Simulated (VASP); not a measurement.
# Ba2O (antifluorite type): single point with PBE

Ba2O (antifluorite type):

```xyz
3
Lattice="0.0000 3.4398 3.4398 3.4398 0.0000 3.4398 3.4398 3.4398 0.0000" Properties=species:S:1:pos:R:3 pbc="T T T"
Ba    1.7199    1.7199    1.7199
Ba    5.1597    5.1597    5.1597
O     0.0000    0.0000    0.0000
```

```yaml
Program: VASP 6.6.1
Task: single point
Functional: PBE
Potentials_or_basis: VASP PAW PBE potentials, release 64 (Ba_sv, O)
Cutoff: 520 eV
k_mesh: 10 × 10 × 10
Occupations: fermi-dirac, width 0.0612256 eV
Spin: no spin polarisation
```

| Property | Result |
| --- | --- |
| Pressure | 0.7 GPa |
| Band gap on the k mesh | zero (bands 13 and 14 overlap by 0.54 eV) |

Levels at points of the mesh, in eV from the Fermi level:
```tsv
k point	band 11	band 12	band 13	band 14	band 15	band 16
(0.00, 0.00, 0.00)	-4.03	-4.03	-1.15	-0.47	-0.47	1.82
(0.50, 0.00, 0.00)	-3.43	-3.18	0.06	1.82	1.82	3.04
(0.50, 0.50, 0.00)	-3.06	-3.06	-1.19	0.42	1.17	1.84
```

It took 98 s on 1 thread of Intel(R) Xeon(R) Platinum 8375C CPU @ 2.90GHz (Ice Lake), with other jobs on the host, peak memory 0.24 GiB.

Caveat: spin-orbit coupling is left out, which moves the levels of the heavy elements.
